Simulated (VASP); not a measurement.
# Al2GaP3 (I-4m2) in VASP: a series of runs, part 2 of 2

VASP 6.6.1.

## (5) Single point, PBE

INCAR

```
SYSTEM = Al2GaP3
PREC = Accurate
ENCUT = 500
EDIFF = 1E-6
ISMEAR = 0
SIGMA = 0.02
LREAL = .False.
LASPH = .True.
NELM = 120
ALGO = Normal
ISIF = 2
LWAVE = .False.
LCHARG = .False.
GGA = PE
NBANDS = 26
GGA_COMPAT = .False.
```

KPOINTS

```
regular mesh
0
Gamma
  10 10 10
  0 0 0
```

POSCAR

```
Al2GaP3
1.0
   -1.9475160000      1.9475160000      8.2571738000
    1.9475160000     -1.9475160000      8.2571738000
    1.9475160000      1.9475160000     -8.2571738000
Al Ga P
2 1 3
Direct
    0.6666770000      0.6666770000      0.0000000000
    0.3333230000      0.3333230000      0.0000000000
    0.0000000000      0.0000000000      0.0000000000
    0.4162950000      0.9162950000      0.5000000000
    0.0837050000      0.5837050000      0.5000000000
    0.7500000000      0.2500000000      0.5000000000
```

Potentials or basis: VASP PAW PBE potentials, release 64 (Al, Ga_d, P).

On the command line:

```
cat potpaw_PBE.64/Al/POTCAR potpaw_PBE.64/Ga_d/POTCAR potpaw_PBE.64/P/POTCAR > POTCAR
mpirun -np 1 vasp_std > vasp.out
```

OUTCAR:

```text
SYSTEM = Al2GaP3
   PREC = Accurate
   ENCUT = 500
   EDIFF = 1E-6
   ISMEAR = 0
   LREAL = .False.
   LASPH = .True.
   NELM = 120
   ISIF = 2
   GGA = PE

 ion  position               nearest neighbor table
   1  0.667  0.667  0.000-   5 2.38   5 2.38   6 2.38   6 2.38
   2  0.333  0.333  0.000-   4 2.38   4 2.38   6 2.38   6 2.38
   3  0.000  0.000  0.000-   4 2.39   5 2.39   5 2.39   4 2.39
   4  0.416  0.916  0.500-   2 2.38   2 2.38   3 2.39   3 2.39
   5  0.084  0.584  0.500-   1 2.38   1 2.38   3 2.39   3 2.39
   6  0.750  0.250  0.500-   1 2.38   2 2.38   2 2.38   1 2.38

  LATTYP: Found a body centered tetragonal cell.
 ALAT       =     3.8950320000
 C/A-ratio  =     4.2398490179

  Lattice vectors:

 A1 = (  -1.9475160000,   1.9475160000,   8.2571738000)
 A2 = (   1.9475160000,  -1.9475160000,   8.2571738000)
 A3 = (   1.9475160000,   1.9475160000,  -8.2571738000)

Analysis of symmetry for initial positions (statically):
=====================================================================
 Subroutine PRICEL returns:
 Original cell was already a primitive cell.

 Routine SETGRP: Setting up the symmetry group for a
 body centered tetragonal supercell.
[... 172 lines left out ...]

  energy without entropy =      -29.87015022  energy(sigma->0) =      -29.87015022

 E-fermi :   4.4894     XC(G=0):  -9.3040

 val. band max:        4.3443853520   @ k =   0.0000   0.0000   0.0000
 cond. band min:       5.9856792658   @ k =   0.5000   0.5000  -0.0000
 fundamental gap:      1.6412939138
 Fermi energy:         4.4893970300

 k-point     1 :       0.0000    0.0000    0.0000
  band No.  band energies     occupation
      1      -9.9345      2.00000
      2      -9.8535      2.00000
      3      -9.8535      2.00000
      4      -9.8074      2.00000
      5      -9.7819      2.00000
      6      -7.3347      2.00000
[... 685 lines left out ...]
     25      10.8571      0.00000
     26      11.5757      0.00000

 [... further k-points ...]
[... 5 lines left out ...]
  --------------------------------------------------------------------------------------
  -------------------------------------------------------------------------------------
  Total       -0.0376731     -0.0376731     -0.0491356      0.0000000     -0.0000000      0.0000000
  in kB       -0.4818241     -0.4818241     -0.6284255      0.0000000     -0.0000000      0.0000000
  external PRESSURE =      -0.5306912 kB  Pullay stress =       0.0000000 kB

 VOLUME and BASIS-vectors are now :
 -----------------------------------------------------------------------------
  energy-cutoff  :      500.00
  volume of cell :      125.27
      direct lattice vectors                 reciprocal lattice vectors
    -1.947516000  1.947516000  8.257173800     0.000000000  0.256737300  0.060553406
     1.947516000 -1.947516000  8.257173800     0.256737300  0.000000000  0.060553406
     1.947516000  1.947516000 -8.257173800     0.256737300  0.256737300  0.000000000

 POSITION                                       TOTAL-FORCE (eV/Angst)
 -----------------------------------------------------------------------------------
      0.00000      0.00000     11.00974        -0.000000      0.000000      0.000667
      0.00000      0.00000      5.50461        -0.000000      0.000000     -0.000667
      0.00000      0.00000      0.00000        -0.000000      0.000000     -0.000000
      1.94752      0.00000      6.87484         0.000000     -0.000000     -0.005216
      1.94752      0.00000      1.38233         0.000000     -0.000000      0.005216
      0.00000      1.94752      4.12859        -0.000000      0.000000     -0.000000
 -----------------------------------------------------------------------------------
    total drift:                               -0.000000      0.000000      0.000000

  FREE ENERGIE OF THE ION-ELECTRON SYSTEM (eV)
  ---------------------------------------------------
  free  energy   TOTEN  =       -29.8701502244 eV

  energy  without entropy=      -29.8701502244  energy(sigma->0) =      -29.87015022
```

OSZICAR:

```text
N       E                     dE             d eps       ncg     rms          rms(c)
DAV:   1     0.183051502259E+03    0.18305E+03   -0.14143E+04  5538   0.134E+03
DAV:   2    -0.759659452232E+01   -0.19065E+03   -0.17635E+03  5944   0.308E+02
DAV:   3    -0.299746275574E+02   -0.22378E+02   -0.21927E+02  6642   0.920E+01
DAV:   4    -0.308006522974E+02   -0.82602E+00   -0.82148E+00  6666   0.180E+01
DAV:   5    -0.308282457130E+02   -0.27593E-01   -0.27567E-01  7524   0.319E+00    0.752E+00
DAV:   6    -0.299653931598E+02    0.86285E+00   -0.14312E+00  7712   0.115E+01    0.478E+00
DAV:   7    -0.298700381144E+02    0.95355E-01   -0.70610E-01  6492   0.346E+00    0.198E+00
DAV:   8    -0.298690170752E+02    0.10210E-02   -0.68143E-02  6980   0.245E+00    0.341E-01
DAV:   9    -0.298697087312E+02   -0.69166E-03   -0.63551E-03  7206   0.106E+00    0.139E-01
DAV:  10    -0.298698996707E+02   -0.19094E-03   -0.59397E-04  6660   0.153E-01    0.777E-02
DAV:  11    -0.298701490186E+02   -0.24935E-03   -0.41293E-04  6104   0.134E-01    0.238E-02
DAV:  12    -0.298701459178E+02    0.31009E-05   -0.26654E-05  6630   0.372E-02    0.193E-02
DAV:  13    -0.298701493184E+02   -0.34006E-05   -0.43623E-06  6428   0.101E-02    0.100E-02
DAV:  14    -0.298701502244E+02   -0.90601E-06   -0.13966E-06  5096   0.704E-03
   1 F= -.29870150E+02 E0= -.29870150E+02  d E =-.332812E-27
```

Run time: 27 min. Hardware: 1 thread of Intel Xeon 8259CL, shared host; peak memory 0.76 GiB.

What came out:

| Item | Value |
| --- | --- |
| Free energy | -29.8702 eV |
| Pressure | -0.1 GPa |
| Largest force | 0.005 eV/Å |
| Band gap on the k mesh | 1.64 eV (least direct gap 1.84 eV) |

Forces on the atoms (eV/Å):
```
Al   0.000  0.000  0.001
Al   0.000  0.000 -0.001
Ga   0.000  0.000  0.000
P    0.000  0.000 -0.005
P    0.000  0.000  0.005
P    0.000  0.000  0.000
```

A k mesh can miss the band edges.

## (6) The runs side by side

| cell | k mesh | smearing | gap on the mesh (eV) | pressure (GPa) | largest force (eV/Å) |
| --- | --- | --- | --- | --- | --- |
| a = 8.704 Å, angles 154.1, 154.1, 36.9°, 6 atoms, atomic positions A | 6 × 6 × 6 | gaussian 0.1 eV | 1.64 | 0.0 | 0.01 |
| a = 5.508, b = 5.508, c = 8.704 Å, angles 90.0, 108.4, 90.0°, 12 atoms, atomic positions B | 4 × 4 × 4 | gaussian 0.1 eV | 1.64 | 0.0 | 0.01 |
| a = 8.704 Å, angles 154.1, 154.1, 36.9°, 6 atoms, atomic positions A | 10 × 10 × 10 | gaussian 0.02 eV | 1.64 | -0.1 | 0.01 |

Alike in all rows: task single point; level PBE; potentials or basis VASP PAW PBE potentials, release 64 (Al, Ga_d, P); no spin polarisation; cutoff (eV) 500.

Total energies depend on the potentials used, so only differences within one code and one set of settings carry meaning.
